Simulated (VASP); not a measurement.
# SiC (P3m1) in VASP: notebook

The runs below take SiC through single point, with LDA.

All numbers are computed with VASP 6.6.1; they aren't measurements. Logs are shortened: lines on timing, memory, paths and dates and some standing lists are left out, and cuts for length are marked.

### 1 The cell of the first run

It takes space group P3m1 (No. 156, trigonal). Conventional cell: a = 3.076 Å, b = 3.076 Å, c = 11.096 Å, α = 90.00°, β = 90.00°, γ = 120.00°. Within 2.5 Å of Si (site symmetry 3m) lie 4 C at 1.87 to 1.94 Å. Within 2.5 Å of Si (site symmetry 3m) lie 4 C at 1.87 to 1.94 Å. Si (site symmetry 3m) has 3 C at 1.87 Å within 2.5 Å. Within 2.5 Å of Si (site symmetry 3m) lie 4 C at 1.87 to 1.94 Å. Within 2.5 Å of C (site symmetry 3m) lie 4 Si at 1.87 to 1.94 Å. C (site symmetry 3m) has 4 Si at 1.87 to 1.94 Å within 2.5 Å. C (site symmetry 3m) has 3 Si at 1.87 Å within 2.5 Å. Within 2.5 Å of C (site symmetry 3m) lie 4 Si at 1.87 to 1.94 Å.

### 2 Single point, LDA (the distance across one plane changed)

Input file INCAR:

```
PREC = Accurate
ENCUT = 520
EDIFF = 1E-7
ISMEAR = 0
SIGMA = 0.05
LREAL = False
LASPH = True
NELM = 80
ALGO = Normal
ISIF = 2
LWAVE = False
LCHARG = False
NBANDS = 26
```

Input file KPOINTS:

```
Automatic mesh
0
Gamma
  10 10 3
```

Input file POSCAR:

```
SiC
1.0
   -3.0759982064      0.0000000000      0.0000000000
   -1.5379991032     -2.6638925888      0.0000000000
    0.0000000000      0.0000000000     11.0960000000
Si C
4 4
Direct
    0.3333333333      0.3333333333      0.5948323720
    0.3333333333      0.3333333333      0.1398936554
    0.6666666667      0.6666666667      0.8223017304
    0.6666666667      0.6666666667      0.3673630137
    0.3333333333      0.3333333333      0.7699837779
    0.3333333333      0.3333333333      0.3150450613
    0.6666666667      0.6666666667      0.0875757030
    0.6666666667      0.6666666667      0.5425144196
```

Potentials or basis: VASP PAW LDA potentials, release 64 (Si, C).

Command:

```console
$ cat potpaw_LDA.64/Si/POTCAR potpaw_LDA.64/C/POTCAR > POTCAR
$ mpirun -np 1 vasp_std > vasp.out
```

OUTCAR:

```text
PREC = Accurate
   ENCUT = 520
   EDIFF = 1E-7
   ISMEAR = 0
   LREAL = False
   LASPH = True
   NELM = 80
   ISIF = 2

 ion  position               nearest neighbor table
   1  0.333  0.333  0.595-   8 1.87   8 1.87   8 1.87   5 1.94   4 3.09   4 3.09   4 3.09   3 3.09
                             3 3.09   3 3.09
   2  0.333  0.333  0.140-   7 1.87   7 1.87   7 1.87   6 1.94   4 3.09   4 3.09   4 3.09
   3  0.667  0.667  0.822-   5 1.87   5 1.87   5 1.87   1 3.09   1 3.09   1 3.09
   4  0.667  0.667  0.367-   6 1.87   6 1.87   6 1.87   8 1.94   1 3.09   2 3.09   2 3.09   1 3.09
                             1 3.09   2 3.09
   5  0.333  0.333  0.770-   3 1.87   3 1.87   3 1.87   1 1.94
   6  0.333  0.333  0.315-   4 1.87   4 1.87   4 1.87   2 1.94
   7  0.667  0.667  0.088-   2 1.87   2 1.87   2 1.87
   8  0.667  0.667  0.543-   1 1.87   1 1.87   1 1.87   4 1.94

  LATTYP: Found a hexagonal cell.
 ALAT       =     3.0759982065
 C/A-ratio  =     3.6072842880

  Lattice vectors:

 A1 = (   1.5379991032,   2.6638925888,   0.0000000000)
 A2 = (  -3.0759982064,   0.0000000000,   0.0000000000)
 A3 = (   0.0000000000,   0.0000000000,  11.0960000000)

Analysis of symmetry for initial positions (statically):
=====================================================================
 Subroutine PRICEL returns:
 Original cell was already a primitive cell.

 Routine SETGRP: Setting up the symmetry group for a
 hexagonal supercell.

 Subroutine GETGRP returns: Found  6 space group operations
 (whereof  6 operations were pure point group operations)
 out of a pool of 24 trial point group operations.

The static configuration has the point symmetry C_3v.

Analysis of symmetry for dynamics (positions and initial velocities):
=====================================================================
 Subroutine PRICEL returns:
 Original cell was already a primitive cell.

 Routine SETGRP: Setting up the symmetry group for a
 hexagonal supercell.

 Subroutine GETGRP returns: Found  6 space group operations
 (whereof  6 operations were pure point group operations)
 out of a pool of 24 trial point group operations.

The dynamic configuration has the point symmetry C_3v.

 Subroutine INISYM returns: Found  6 space group operations
 (whereof  6 operations are pure point group operations),
 and found     1 'primitive' translations

----------------------------------------------------------------------------------------

                                     Primitive cell

  volume of cell :      90.9221

  direct lattice vectors                    reciprocal lattice vectors
    -3.075998206  0.000000000  0.000000000    -0.325097719  0.187695255  0.000000000
    -1.537999103 -2.663892589  0.000000000     0.000000000 -0.375390511  0.000000000
     0.000000000  0.000000000 11.096000000     0.000000000  0.000000000  0.090122567

  length of vectors
     3.075998206  3.075998206 11.096000000     0.375390511  0.375390511  0.090122567

  position of ions in fractional coordinates (direct lattice)
     0.333333333  0.333333333  0.594832372
     0.333333333  0.333333333  0.139893655
     0.666666667  0.666666667  0.822301730
     0.666666667  0.666666667  0.367363014
     0.333333333  0.333333333  0.769983778
     0.333333333  0.333333333  0.315045061
     0.666666667  0.666666667  0.087575703
     0.666666667  0.666666667  0.542514420

  ion indices of the primitive-cell ions
   primitive index   ion index
                 1           1
                 2           2
                 3           3
                 4           4
                 5           5
                 6           6
                 7           7
                 8           8

----------------------------------------------------------------------------------------

 KPOINTS: Automatic mesh

Automatic generation of k-mesh.
 Grid dimensions read from file:
 generate k-points for:   10   10    3

 Generating k-lattice:

  Cartesian coordinates                     Fractional coordinates (reciprocal lattice)
    -0.032509772  0.018769526  0.000000000     0.100000000 -0.000000000  0.000000000
     0.000000000 -0.037539051  0.000000000     0.000000000  0.100000000  0.000000000
     0.000000000  0.000000000  0.030040856     0.000000000  0.000000000  0.333333333

  Length of vectors
     0.037539051  0.037539051  0.030040856

  Shift w.r.t. Gamma in fractional coordinates (k-lattice)
     0.000000000  0.000000000  0.000000000

 Subroutine IBZKPT returns following result:
 ===========================================

 Found     36 irreducible k-points:

 Following reciprocal coordinates:
            Coordinates               Weight
  0.000000  0.000000  0.000000      1.000000
  0.100000  0.000000  0.000000      6.000000
  0.200000  0.000000  0.000000      6.000000
  0.300000  0.000000  0.000000      6.000000
  0.400000  0.000000  0.000000      6.000000
  0.500000  0.000000  0.000000      3.000000
[... 16 lines left out ...]
  0.400000  0.400000  0.333333      6.000000
  0.500000  0.000000  0.333333      6.000000
 [... further k-points ...]
   k-points           NKPTS =     36   k-points in BZ     NKDIM =     36   number of bands    NBANDS=     26
   number of dos      NEDOS =    301   number of ions     NIONS =      8
   total plane-waves  NPLWV =  48384
   dimension x,y,z NGX =    24 NGY =   24 NGZ =   84
   dimension x,y,z NGXF=    48 NGYF=   48 NGZF=  168
   ions per type =               4   4
   NGX,Y,Z   is equivalent  to a cutoff of  12.97, 12.97, 12.59 a.u.
   NGXF,Y,Z  is equivalent  to a cutoff of  25.94, 25.94, 25.17 a.u.
 SYSTEM =  unknown system
   PREC   = accura    normal or accurate (medium, high low for compatibility)
   ISTART =      0    job   : 0-new  1-cont  2-samecut
   ICHARG =      2    charge: 1-file 2-atom 10-const
   ISPIN  =      1    spin polarized calculation?
   LNONCOLLINEAR =      F non collinear calculations
   LSORBIT =      F    spin-orbit coupling
   LASPH  =      T    aspherical Exc in radial PAW
   ENCUT  =  520.0 eV  38.22 Ry    6.18 a.u.   5.72  5.72 20.63*2*pi/ulx,y,z
   NELM   =     80;   NELMIN=  2; NELMDL= -5     # of ELM steps
   EDIFF  = 0.1E-06   stopping-criterion for ELM
   LREAL  =      F    real-space projection
   EDIFFG = 0.1E-05   stopping-criterion for IOM
   NSW    =      0    number of steps for IOM
   IBRION =     -1    ionic relax: 0-MD 1-quasi-New 2-CG
   NFREE  =      0    steps in history (QN), initial steepest desc. (CG)
   ISIF   =      2    stress and relaxation
   ISYM   =      2    0-nonsym 1-usesym 2-fastsym
   POTIM  = 0.5000    time-step for ionic-motion
   TEBEG  =    0.0;   TEEND  =   0.0 temperature during run
   PSTRESS=    0.0 pullay stress
   NELECT =      32.0000    total number of electrons
   NUPDOWN=      -1.0000    fix difference up-down
   EMIN   =  10.00;   EMAX   =-10.00  energy-range for DOS
   EFERMI =   0.00;   METHOD = LEGACY
   ISMEAR =     0;   SIGMA  =   0.05  broadening in eV -4-tet -1-fermi 0-gaus
   EFERMI_NEDOS =   21; number of points for ismear=-14 and -15
   IALGO  =     38    algorithm
   IMIX   =      4    mixing-type and parameters
     AMIX     =   0.40;   BMIX     =  1.00
     AMIX_MAG =   1.60;   BMIX_MAG =  1.00
  volume/ion in A,a.u.               =      11.37        76.70
  Fermi-wavevector in a.u.,A,eV,Ry     =   1.155851  2.184241 18.177259  1.335991
  Thomas-Fermi vector in A             =   2.292476
   LORBIT       =      0    0 simple, 1 ext, 2 COOP (PROOUT), +10 PAW based schemes
   GGA     = CA    functional components
   LHFCALC =     F    Hartree Fock is set to
   AEXX    =    0.0000 exact exchange contribution
   IVDW    =     0    specifies the selected vdW correction
   LEPSILON=     F    determine dielectric tensor
   LRPA    =     F    only Hartree local field effects (RPA)
 non-spin polarized calculation
 Gauss-broadening in eV      SIGMA  =   0.05
  energy-cutoff  :      520.00
  volume of cell :       90.92
 maximum number of plane-waves:      2472
   NGX = 11   NGY = 11   NGZ = 41

 number of electron      31.9999999 magnetization

 Free energy of the ion-electron system (eV)
  ---------------------------------------------------
  ext. energy  EPLUGINS =         0.00000000
  ---------------------------------------------------
  free energy    TOTEN  =       -64.16629837 eV

  energy without entropy =      -64.16629837  energy(sigma->0) =      -64.16629837

 E-fermi :   7.8138     XC(G=0): -11.0732

 val. band max:        7.5893240811   @ k =   0.0000   0.0000   0.0000
 cond. band min:       8.5982292100   @ k =   0.5000   0.0000   0.3333
 fundamental gap:      1.0089051289
 Fermi energy:         7.8137884339

 k-point     1 :       0.0000    0.0000    0.0000
  band No.  band energies     occupation
      1      -8.6088      2.00000
      2      -7.5986      2.00000
      3      -6.5422      2.00000
      4      -4.9001      2.00000
      5      -1.1153      2.00000
      6       1.8012      2.00000
[... 18 lines left out ...]
     25      14.2934      0.00000
     26      14.6655      0.00000

 k-point     2 :       0.1000    0.0000    0.0000
  band No.  band energies     occupation
      1      -8.4361      2.00000
      2      -7.4292      2.00000
      3      -6.3766      2.00000
      4      -4.7384      2.00000
      5      -0.9622      2.00000
      6       1.8976      2.00000
[... 18 lines left out ...]
     25      14.3891      0.00000
     26      14.8181      0.00000

 k-point     3 :       0.2000    0.0000    0.0000
  band No.  band energies     occupation
      1      -7.9251      2.00000
      2      -6.9291      2.00000
      3      -5.8903      2.00000
      4      -4.2653      2.00000
      5      -0.5361      2.00000
      6       1.9065      2.00000
[... 18 lines left out ...]
     25      14.6757      0.00000
     26      15.4583      0.00000

 k-point     4 :       0.3000    0.0000    0.0000
  band No.  band energies     occupation
      1      -7.1029      2.00000
      2      -6.1317      2.00000
      3      -5.1278      2.00000
      4      -3.5347      2.00000
      5      -0.2210      2.00000
      6       0.5977      2.00000
[... 18 lines left out ...]
     25      14.7513      0.00000
     26      16.1390      0.00000

 k-point     5 :       0.4000    0.0000    0.0000
  band No.  band energies     occupation
      1      -6.0608      2.00000
      2      -5.1559      2.00000
      3      -4.2777      2.00000
      4      -2.7973      2.00000
      5      -1.2992      2.00000
      6      -0.6958      2.00000
[... 18 lines left out ...]
     25      14.5357      0.00000
     26      16.0084      0.00000

 k-point     6 :       0.5000    0.0000    0.0000
  band No.  band energies     occupation
      1      -5.3270      2.00000
      2      -4.5773      2.00000
      3      -4.0014      2.00000
      4      -2.6144      2.00000
      5      -1.8090      2.00000
      6      -1.2510      2.00000
[... 427 lines left out ...]
 k-point    21 :       0.3000    0.3000    0.3333
  band No.  band energies     occupation
      1      -7.0957      2.00000
      2      -6.1709      2.00000
      3      -5.0505      2.00000
      4      -3.6113      2.00000
      5      -0.1427      2.00000
      6       0.5698      2.00000
[... 18 lines left out ...]
     25      14.8952      0.00000
     26      15.9885      0.00000

 k-point    22 :       0.4000    0.0000    0.3333
  band No.  band energies     occupation
      1      -6.0548      2.00000
      2      -5.1860      2.00000
      3      -4.2322      2.00000
      4      -2.8113      2.00000
      5      -1.3472      2.00000
      6      -0.7133      2.00000
[... 18 lines left out ...]
     25      14.7409      0.00000
     26      15.0653      0.00000

 k-point    23 :       0.4000    0.4000    0.3333
  band No.  band energies     occupation
      1      -6.0548      2.00000
      2      -5.1864      2.00000
      3      -4.2314      2.00000
      4      -2.8130      2.00000
      5      -1.3448      2.00000
      6      -0.7172      2.00000
[... 18 lines left out ...]
     25      14.6490      0.00000
     26      15.5185      0.00000

 k-point    24 :       0.5000    0.0000    0.3333
  band No.  band energies     occupation
      1      -5.3225      2.00000
      2      -4.5931      2.00000
      3      -3.9934      2.00000
      4      -2.5803      2.00000
      5      -1.8511      2.00000
      6      -1.2376      2.00000
[... 18 lines left out ...]
     25      14.5462      0.00000
     26      15.0788      0.00000

 [... further k-points ...]

------------------------ aborting loop because EDIFF is reached ----------------------------------------

  FORCE on cell =-STRESS in cart. coord.  units (eV):
  Direction    XX          YY          ZZ          XY          YZ          ZX
  --------------------------------------------------------------------------------------
  -------------------------------------------------------------------------------------
  Total       -1.2498754     -1.2498754     -9.4762949      0.0000000     -0.0000000      0.0000000
  in kB      -22.0246023    -22.0246023   -166.9859433      0.0000000     -0.0000000      0.0000000
  external PRESSURE =     -70.3450493 kB  Pullay stress =       0.0000000 kB

 VOLUME and BASIS-vectors are now :
 -----------------------------------------------------------------------------
  energy-cutoff  :      520.00
  volume of cell :       90.92
      direct lattice vectors                 reciprocal lattice vectors
    -3.075998206  0.000000000  0.000000000    -0.325097719  0.187695255  0.000000000
    -1.537999103 -2.663892589  0.000000000     0.000000000 -0.375390511  0.000000000
     0.000000000  0.000000000 11.096000000     0.000000000  0.000000000  0.090122567

 POSITION                                       TOTAL-FORCE (eV/Angst)
 -----------------------------------------------------------------------------------
     -1.53800     -0.88796      6.60026        -0.000000     -0.000000      0.101010
     -1.53800     -0.88796      1.55226         0.000000     -0.000000     -1.724294
     -3.07600     -1.77593      9.12426         0.000000      0.000000      1.700412
     -3.07600     -1.77593      4.07626        -0.000000     -0.000000      0.046759
     -1.53800     -0.88796      8.54374        -0.000000     -0.000000      0.272353
     -1.53800     -0.88796      3.49574         0.000000     -0.000000      0.023088
     -3.07600     -1.77593      0.97174         0.000000      0.000000     -0.251612
     -3.07600     -1.77593      6.01974         0.000000      0.000000     -0.167715
 -----------------------------------------------------------------------------------
    total drift:                                0.000000      0.000000      0.000017

  FREE ENERGIE OF THE ION-ELECTRON SYSTEM (eV)
  ---------------------------------------------------
  free  energy   TOTEN  =       -64.1662983653 eV

  energy  without entropy=      -64.1662983653  energy(sigma->0) =      -64.16629837
```

Run time: 2.1 min. Hardware: 1 thread of Intel Xeon 8259CL, shared host; peak memory 0.2 GiB.

Results:

```
Free energy            : -64.1663 eV
Pressure               : -7.0 GPa
Largest force          : 1.724 eV/Å
Band gap on the k mesh : 1.01 eV (least direct gap 1.90 eV)
```

Forces in eV/Å, atoms in the order of the input:
```
Si   0.000  0.000  0.101
Si   0.000  0.000 -1.724
Si   0.000  0.000  1.700
Si   0.000  0.000  0.047
C    0.000  0.000  0.272
C    0.000  0.000  0.023
C    0.000  0.000 -0.252
C    0.000  0.000 -0.168
```

Levels at points of the mesh, in eV from the valence-band top:
```tsv
k point	band 14	band 15	band 16	band 17	band 18	band 19
(0.00, 0.00, 0.00)	-0.49	0.00	0.00	1.90	4.00	4.93
(0.50, 0.00, 0.00)	-2.75	-1.51	-1.28	1.02	1.91	2.67
```

Caveat: the cell differs from its parent crystal (the distance across one plane changed); the stress differs along the axes, from -17 to -2 GPa; forces of over 1 eV/Å act on the atoms, so gaps and moduli don't describe the material at rest. A k mesh can miss the band edges.

### 3 Single point, LDA (the distance across one plane changed)

Input file INCAR:

```
SYSTEM = SiC
PREC = Accurate ; ENCUT = 520
EDIFF = 1E-6 ; ISMEAR = 0
SIGMA = 0.05 ; LREAL = .FALSE.
LASPH = .TRUE. ; NELM = 100
ALGO = Normal ; ISIF = 2
LWAVE = .FALSE. ; LCHARG = .FALSE.
GGA = CA ; NBANDS = 26
```

Input file KPOINTS:

```
regular mesh
0
G
  10 10 3
  0 0 0
```

Input file POSCAR:

```
SiC
1.0
   -3.0759982064      0.0000000000      0.0000000000
   -1.5379991032     -2.6638925888      0.0000000000
    0.0000000000      0.0000000000     11.5960000000
Si C
4 4
Direct
    0.3333333333      0.3333333333      0.5691842014
    0.3333333333      0.3333333333      0.1338616764
    0.6666666667      0.6666666667      0.7868454640
    0.6666666667      0.6666666667      0.3515229389
    0.3333333333      0.3333333333      0.7367833736
    0.3333333333      0.3333333333      0.3014608486
    0.6666666667      0.6666666667      0.0837995861
    0.6666666667      0.6666666667      0.5191221111
```

Potentials or basis: VASP PAW LDA potentials, release 64 (Si, C).

Command:

```console
$ cat potpaw_LDA.64/Si/POTCAR potpaw_LDA.64/C/POTCAR > POTCAR
$ mpirun -np 1 vasp_std > vasp.out
```

It took 2.4 min on 1 thread of Intel Xeon 8259CL, shared host; peak memory 0.21 GiB.

The run converged. Its results:

```yaml
Free_energy: -63.2550 eV
Pressure: -5.8 GPa
Largest_force: 2.154 eV/Å
Band_gap_on_the_k_mesh: 0.31 eV (least direct gap 0.88 eV)
```

Forces on the atoms (eV/Å):
```
Si   0.000  0.000 -0.006
Si   0.000  0.000 -2.154
Si   0.000  0.000  0.965
Si   0.000  0.000 -0.089
C    0.000  0.000  0.357
C    0.000  0.000  0.201
C    0.000  0.000  0.823
C    0.000  0.000 -0.097
```

Stress tensor (GPa, compression positive):
```
 -1.96   0.00   0.00
  0.00  -1.96   0.00
  0.00   0.00 -13.51
```

Levels at points of the mesh, in eV from the valence-band top:
| k point | band 13 | band 14 | band 15 | band 16 | band 17 | band 18 | band 19 | band 20 |
| --- | --- | --- | --- | --- | --- | --- | --- | --- |
| (0.00, 0.00, 0.00) | -1.37 | -0.55 | 0.00 | 0.00 | 0.88 | 3.78 | 4.73 | 5.41 |
| (0.50, 0.00, 0.00) | -3.20 | -2.91 | -1.53 | -0.86 | 0.31 | 1.69 | 2.49 | 3.17 |

Caveat: the cell differs from its parent crystal (the distance across one plane changed); the stress differs along the axes, from -14 to -2 GPa; semilocal functionals underestimate gaps, and a narrow one can read as zero; forces of over 1 eV/Å act on the atoms, so gaps and moduli don't describe the material at rest. A k mesh can miss the band edges.

(Part 1 of 2 ends here.)

The gap in the log of VASP goes by the Fermi energy; the results here count the filled bands.